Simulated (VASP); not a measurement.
NbSi (CsCl type):

```
Nb Si
1.0
     2.97247    0.00000    0.00000
     0.00000    2.97247    0.00000
     0.00000    0.00000    2.97247
Nb Si
1 1
Direct
  0.00000 0.00000 0.00000
  0.50000 0.50000 0.50000
```

- Program: VASP 6.6.1
- Task: relaxation of cell and atoms
- Functional: LDA
- Potentials or basis: VASP PAW LDA potentials, release 64 (Nb_sv, Si)
- Cutoff: 600 eV
- k mesh: 14 × 14 × 14
- Occupations: fermi-dirac, width 0.1 eV
- Spin: no spin polarisation

At the start: pressure 33.8 GPa; volume 13.13 Å³/atom.

Problem. Where does the relaxation end?

Solution. Over 21 steps the energy falls by 179.4 meV/atom and the volume is 15.04 Å³/atom (+14.5 %); space group Pm-3m (No. 221, to 0.05 Å).

The path:
```csv
step,energy change (eV),largest force (eV/Å),pressure (GPa),volume (Å³)
1,0.0000,0.0000,33.79,26.26
2,0.5034,0.0000,-27.32,38.26
3,-0.3573,0.0000,-1.70,30.36
4,-0.3588,0.0000,-0.26,30.12
5,-0.3587,0.0000,0.25,30.04
6,-0.3588,0.0000,0.26,30.05
7,-0.3588,0.0000,0.28,30.05
8,-0.3588,0.0000,0.24,30.05
9,-0.3588,0.0000,0.24,30.05
10,-0.3588,0.0000,0.24,30.05
11,-0.3588,0.0000,0.24,30.05
12,-0.3588,0.0000,0.24,30.05
13,-0.3588,0.0000,0.24,30.05
14,-0.3588,0.0000,0.24,30.05
15,-0.3588,0.0000,0.25,30.05
16,-0.3588,0.0000,0.21,30.05
17,-0.3588,0.0000,0.18,30.06
18,-0.3588,0.0000,0.10,30.08
19,-0.3588,0.0000,-0.13,30.10
20,-0.3588,0.0000,-0.07,30.09
21,-0.3588,0.0000,-0.03,30.08
```

Final structure:
```
CELL_PARAMETERS angstrom
3.11012 0.00000 0.00000
0.00000 3.11012 0.00000
0.00000 0.00000 3.11012
ATOMIC_POSITIONS crystal
Nb 0.00000 0.00000 0.00000
Si 0.50000 0.50000 0.50000
```
